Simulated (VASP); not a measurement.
# Sb (Pm-3m) in VASP: settings compared

Aim: see how the results for Sb move with the level of theory and the settings. Levels: r2SCAN0, r2SCAN+D4, r2SCAN-based global hybrid with 35 % exact exchange, r2SCAN-based global hybrid with 15 % exact exchange. Tasks: single point.

Everything below comes from runs of VASP 6.6.1. Logs are shortened: lines on timing, memory, paths and dates and some standing lists are left out, and cuts for length are marked.

### Step 1. The cell of the first run

Symmetry: Pm-3m, No. 221, cubic system. Conventional cell: a = 3.160 Å, b = 3.160 Å, c = 3.160 Å, α = 90.00°, β = 90.00°, γ = 90.00°. Within 4.2 Å of Sb (site symmetry m-3m) lie 6 Sb at 3.16 Å.

This isn't the form of Sb at room conditions, which is rhombohedral.

### Step 2. Single point, r2SCAN0

The input, POSCAR:

```
Sb
1.0
    3.1600000000      0.0000000000      0.0000000000
    0.0000000000      3.1600000000      0.0000000000
    0.0000000000      0.0000000000      3.1600000000
Sb
1
Direct
    0.0000000000      0.0000000000      0.0000000000
```

The input, INCAR.step1:

```
ALGO = All
EDIFF = 1E-5
ENCUT = 500
GGA = PE
GGA_COMPAT = F
ISEARCH = 1
ISIF = 2
ISMEAR = -1
KPAR = 4
LASPH = T
LCHARG = F
LREAL = F
LWAVE = T
NBANDS = 8
NELM = 300
PREC = Accurate
SIGMA = 0.05
```

The input, INCAR.step2:

```
AEXX = 0.25
ALGO = All
EDIFF = 1E-6
ENCUT = 500
GGA_COMPAT = F
ISEARCH = 1
ISIF = 2
ISMEAR = -1
ISTART = 1
KPAR = 4
LASPH = T
LCHARG = F
LHFCALC = T
LMIXTAU = T
LREAL = F
LWAVE = F
METAGGA = R2SCAN
NBANDS = 8
NELM = 300
PREC = Accurate
PRECFOCK = Normal
SIGMA = 0.05
```

The input, KPOINTS:

```
k-points
0
Gamma
  5 5 5
```

Potentials or basis: VASP PAW PBE potentials, release 64 (Sb).

Command:

```
$ cat potpaw_PBE.64/Sb/POTCAR > POTCAR
$ cp INCAR.step1 INCAR
$ mpirun -np 4 vasp_std > vasp.out
$ cp INCAR.step2 INCAR
$ mpirun -np 4 vasp_std > vasp.out
```

OUTCAR:

```text
AEXX = 0.25
   EDIFF = 1E-6
   ENCUT = 500
   ISIF = 2
   ISMEAR = -1
   ISTART = 1
   LASPH = T
   LHFCALC = T
   LREAL = F
   METAGGA = R2SCAN
   NELM = 300
   PREC = Accurate
   PRECFOCK = Normal

 ion  position               nearest neighbor table
   1  0.000  0.000  0.000-

  LATTYP: Found a simple cubic cell.
 ALAT       =     3.1600000000

  Lattice vectors:

 A1 = (   3.1600000000,   0.0000000000,   0.0000000000)
 A2 = (   0.0000000000,   3.1600000000,   0.0000000000)
 A3 = (   0.0000000000,   0.0000000000,   3.1600000000)

Analysis of symmetry for initial positions (statically):
=====================================================================
 Subroutine PRICEL returns:
 Original cell was already a primitive cell.

 Routine SETGRP: Setting up the symmetry group for a
 simple cubic supercell.

 Subroutine GETGRP returns: Found 48 space group operations
 (whereof 48 operations were pure point group operations)
 out of a pool of 48 trial point group operations.

The static configuration has the point symmetry O_h .

Analysis of symmetry for dynamics (positions and initial velocities):
=====================================================================
 Subroutine PRICEL returns:
 Original cell was already a primitive cell.

 Routine SETGRP: Setting up the symmetry group for a
 simple cubic supercell.

 Subroutine GETGRP returns: Found 48 space group operations
 (whereof 48 operations were pure point group operations)
 out of a pool of 48 trial point group operations.

The dynamic configuration has the point symmetry O_h .

 Subroutine INISYM returns: Found 48 space group operations
 (whereof 48 operations are pure point group operations),
 and found     1 'primitive' translations

----------------------------------------------------------------------------------------

                                     Primitive cell

  volume of cell :      31.5545

  direct lattice vectors                    reciprocal lattice vectors
     3.160000000  0.000000000  0.000000000     0.316455696  0.000000000  0.000000000
     0.000000000  3.160000000  0.000000000     0.000000000  0.316455696  0.000000000
     0.000000000  0.000000000  3.160000000     0.000000000  0.000000000  0.316455696

  length of vectors
     3.160000000  3.160000000  3.160000000     0.316455696  0.316455696  0.316455696

  position of ions in fractional coordinates (direct lattice)
     0.000000000  0.000000000  0.000000000

  ion indices of the primitive-cell ions
   primitive index   ion index
                 1           1

----------------------------------------------------------------------------------------

 KPOINTS: k-points

Automatic generation of k-mesh.
 Grid dimensions read from file:
 generate k-points for:    5    5    5

 Generating k-lattice:

  Cartesian coordinates                     Fractional coordinates (reciprocal lattice)
     0.063291139  0.000000000  0.000000000     0.200000000  0.000000000  0.000000000
     0.000000000  0.063291139  0.000000000     0.000000000  0.200000000  0.000000000
     0.000000000  0.000000000  0.063291139     0.000000000  0.000000000  0.200000000

  Length of vectors
     0.063291139  0.063291139  0.063291139

  Shift w.r.t. Gamma in fractional coordinates (k-lattice)
     0.000000000  0.000000000  0.000000000

 Subroutine IBZKPT returns following result:
 ===========================================

 Found     10 irreducible k-points:

 Following reciprocal coordinates:
            Coordinates               Weight
  0.000000  0.000000  0.000000      1.000000
  0.200000  0.000000  0.000000      6.000000
  0.400000  0.000000  0.000000      6.000000
  0.200000  0.200000  0.000000     12.000000
  0.400000  0.200000  0.000000     24.000000
  0.400000  0.400000  0.000000     12.000000
  0.200000  0.200000  0.200000      8.000000
  0.400000  0.200000  0.200000     24.000000
  0.400000  0.400000  0.200000     24.000000
  0.400000  0.400000  0.400000      8.000000
   k-points           NKPTS =     10   k-points in BZ     NKDIM =    125   number of bands    NBANDS=      8
   number of dos      NEDOS =    301   number of ions     NIONS =      1
   total plane-waves  NPLWV =  13824
   dimension x,y,z NGX =    24 NGY =   24 NGZ =   24
   dimension x,y,z NGXF=    48 NGYF=   48 NGZF=   48
   ions per type =               1
   NGX,Y,Z   is equivalent  to a cutoff of  12.63, 12.63, 12.63 a.u.
   NGXF,Y,Z  is equivalent  to a cutoff of  25.25, 25.25, 25.25 a.u.
 SYSTEM =  unknown system
   PREC   = accura    normal or accurate (medium, high low for compatibility)
   ISTART =      1    job   : 0-new  1-cont  2-samecut
   ICHARG =      0    charge: 1-file 2-atom 10-const
   ISPIN  =      1    spin polarized calculation?
   LNONCOLLINEAR =      F non collinear calculations
   LSORBIT =      F    spin-orbit coupling
   LASPH  =      T    aspherical Exc in radial PAW
   ENCUT  =  500.0 eV  36.75 Ry    6.06 a.u.   5.76  5.76  5.76*2*pi/ulx,y,z
   NELM   =    300;   NELMIN=  2; NELMDL=  0     # of ELM steps
   EDIFF  = 0.1E-05   stopping-criterion for ELM
   LREAL  =      F    real-space projection
   EDIFFG = 0.1E-04   stopping-criterion for IOM
   NSW    =      0    number of steps for IOM
   IBRION =     -1    ionic relax: 0-MD 1-quasi-New 2-CG
   NFREE  =      0    steps in history (QN), initial steepest desc. (CG)
   ISIF   =      2    stress and relaxation
   ISYM   =      3    0-nonsym 1-usesym 2-fastsym
   POTIM  = 0.5000    time-step for ionic-motion
   TEBEG  =    0.0;   TEEND  =   0.0 temperature during run
   PSTRESS=    0.0 pullay stress
   NELECT =       5.0000    total number of electrons
   NUPDOWN=      -1.0000    fix difference up-down
   EMIN   =  10.00;   EMAX   =-10.00  energy-range for DOS
   EFERMI =   0.00;   METHOD = LEGACY
   ISMEAR =    -1;   SIGMA  =   0.05  broadening in eV -4-tet -1-fermi 0-gaus
   EFERMI_NEDOS =   21; number of points for ismear=-14 and -15
   IALGO  =     58    algorithm
   IMIX   =      4    mixing-type and parameters
     AMIX     =   0.40;   BMIX     =  1.00
     AMIX_MAG =   1.60;   BMIX_MAG =  1.00
  volume/ion in A,a.u.               =      31.55       212.94
  Fermi-wavevector in a.u.,A,eV,Ry     =   0.885886  1.674081 10.677766  0.784794
  Thomas-Fermi vector in A             =   2.006979
   LORBIT       =      0    0 simple, 1 ext, 2 COOP (PROOUT), +10 PAW based schemes
   METAGGA = R2SCAN    functional components
   LHFCALC =     T    Hartree Fock is set to
   PRECFOCK=normal    Normal, Fast or Accurate (Low or Medium for compatibility)
   ENCUT4O =  -1.0   cutoff for four orbital integrals eV
   NKREDX  =     1    reduce k-point grid by
   NKREDY  =     1    reduce k-point grid by
   NKREDZ  =     1    reduce k-point grid by
   AEXX    =    0.2500 exact exchange contribution
   HFSCREEN=    0.0000 screening length (either q_TF or 0.3 A-1)
   HFSCREENC=   0.0000 screening length for correlation (either q_TF or 0.3 A-1)
   ENCUTFOCK=  -1.0 apply spherical cutoff to Coloumb kernel
   IVDW    =     0    specifies the selected vdW correction
   LEPSILON=     F    determine dielectric tensor
   LRPA    =     F    only Hartree local field effects (RPA)
 non-spin polarized calculation
  energy-cutoff  :      500.00
  volume of cell :       31.55
 maximum number of plane-waves:       812
 NGX is ok and might be reduce to    24
  NGX = 18; NGY = 18; NGZ = 18
   NGX = 11   NGY = 11   NGZ = 11

 number of electron       5.0000001 magnetization

 Free energy of the ion-electron system (eV)
  ---------------------------------------------------
  ext. energy  EPLUGINS =         0.00000000
  ---------------------------------------------------
  free energy    TOTEN  =       -21.63171979 eV

  energy without entropy =      -21.62281614  energy(sigma->0) =      -21.62726796

 E-fermi :   6.3245     XC(G=0):  -7.7588

 val. band max:        5.9628202523   @ k =   0.2000   0.2000   0.0000
 cond. band min:       6.3133849284   @ k =   0.2000   0.2000   0.2000
 fundamental gap:      0.3505646761
 Fermi energy:         6.3245278101

 k-point     1 :       0.0000    0.0000    0.0000
  band No.  band energies     occupation
      1      -7.9857      2.00000
      2      10.1711      0.00000
      3      10.1716      0.00000
      4      10.1723      0.00000
      5      14.1383      0.00000
      6      14.1391      0.00000
      7      15.6861      0.00000
      8      25.2090      0.00000

 k-point     2 :       0.2000    0.0000    0.0000
  band No.  band energies     occupation
      1      -7.3700      2.00000
      2       4.9975      2.00000
      3      10.7848      0.00000
      4      10.7857      0.00000
      5      14.6432      0.00000
      6      15.6584      0.00000
      7      19.7631      0.00000
      8      22.3952      0.00000

 k-point     3 :       0.4000    0.0000    0.0000
  band No.  band energies     occupation
      1      -5.8300      2.00000
      2       0.4644      2.00000
      3      12.1072      0.00000
      4      12.1076      0.00000
      5      15.9237      0.00000
      6      17.3825      0.00000
      7      19.4597      0.00000
      8      19.4598      0.00000

 k-point     4 :       0.2000    0.2000    0.0000
  band No.  band energies     occupation
      1      -6.7523      2.00000
      2       5.4208      2.00000
      3       5.9628      1.99842
      4      11.4031      0.00000
      5      15.6214      0.00000
      6      17.9098      0.00000
      7      19.8030      0.00000
      8      21.0044      0.00000

 k-point     5 :       0.4000    0.2000    0.0000
  band No.  band energies     occupation
      1      -5.1984      2.00000
      2       1.0748      2.00000
      3       7.7293      0.00000
      4      12.6947      0.00000
      5      14.3181      0.00000
      6      17.2941      0.00000
      7      19.9031      0.00000
      8      20.2840      0.00000

 k-point     6 :       0.4000    0.4000    0.0000
  band No.  band energies     occupation
      1      -3.5701      2.00000
      2       2.2874      2.00000
      3       2.6531      2.00000
      4      10.6827      0.00000
      5      13.9425      0.00000
      6      18.8248      0.00000
      7      20.9283      0.00000
      8      21.0584      0.00000

 k-point     7 :       0.2000    0.2000    0.2000
  band No.  band energies     occupation
      1      -6.1332      2.00000
      2       6.3134      0.97006
      3       6.3333      0.90731
      4       7.4838      0.00000
      5      17.8434      0.00000
      6      18.7067      0.00000
      7      18.7082      0.00000
      8      20.2482      0.00000

 k-point     8 :       0.4000    0.2000    0.2000
  band No.  band energies     occupation
      1      -4.5663      2.00000
      2       1.6821      2.00000
      3       7.9280      0.00000
      4       8.7982      0.00000
      5      14.5344      0.00000
      6      15.3368      0.00000
      7      19.7553      0.00000
      8      21.2718      0.00000

 k-point     9 :       0.4000    0.4000    0.2000
  band No.  band energies     occupation
      1      -2.9314      2.00000
      2       2.8528      2.00000
      3       3.2260      2.00000
      4       9.7733      0.00000
      5      11.2561      0.00000
      6      16.2546      0.00000
      7      16.4782      0.00000
      8      20.8229      0.00000

 k-point    10 :       0.4000    0.4000    0.4000
  band No.  band energies     occupation
      1      -1.2327      2.00000
      2       4.0661      2.00000
      3       4.0665      2.00000
      4       4.9302      2.00000
      5      12.3415      0.00000
      6      13.0263      0.00000
      7      13.0271      0.00000
      8      17.1073      0.00000

------------------------ aborting loop because EDIFF is reached ----------------------------------------

  FORCE on cell =-STRESS in cart. coord.  units (eV):
  Direction    XX          YY          ZZ          XY          YZ          ZX
  --------------------------------------------------------------------------------------
  -------------------------------------------------------------------------------------
  Total       -1.1578965     -1.1578965     -1.1578965     -0.0000000     -0.0000000     -0.0000000
  in kB      -58.7921138    -58.7921138    -58.7921138     -0.0000000     -0.0000000     -0.0000000
  external PRESSURE =     -58.7921138 kB  Pullay stress =       0.0000000 kB

 VOLUME and BASIS-vectors are now :
 -----------------------------------------------------------------------------
  energy-cutoff  :      500.00
  volume of cell :       31.55
      direct lattice vectors                 reciprocal lattice vectors
     3.160000000  0.000000000  0.000000000     0.316455696  0.000000000  0.000000000
     0.000000000  3.160000000  0.000000000     0.000000000  0.316455696  0.000000000
     0.000000000  0.000000000  3.160000000     0.000000000  0.000000000  0.316455696

 POSITION                                       TOTAL-FORCE (eV/Angst)
 -----------------------------------------------------------------------------------
      0.00000      0.00000      0.00000         0.000000      0.000000      0.000000
 -----------------------------------------------------------------------------------
    total drift:                               -0.000000     -0.000000     -0.000000

  FREE ENERGIE OF THE ION-ELECTRON SYSTEM (eV)
  ---------------------------------------------------
  free  energy   TOTEN  =       -21.6317197851 eV

  energy  without entropy=      -21.6228161417  energy(sigma->0) =      -21.62726796
```

Wall time 50 s (4 MPI ranks of Intel Xeon 6975P-C (Granite Rapids), shared host); peak memory 0.13 GiB.

What came out:

- Free energy: -21.6317 eV
- Pressure: -5.9 GPa
- Band gap on the k mesh: zero (an odd number of electrons rules out a gap without spin polarisation)

Caveat: the k points lie up to 0.40 Å⁻¹ apart, too coarse for converged energies and pressures of a metal; the PAW data sets were made with another functional, which shifts forces and pressure a little; spin-orbit coupling is left out, which moves the levels of the heavy elements; an odd number of electrons without spin polarisation forces a metal; a magnetic or distorted state may lie lower.

[end of part 1 of 2]

The gap in the log of VASP goes by the Fermi energy; the results here count the filled bands.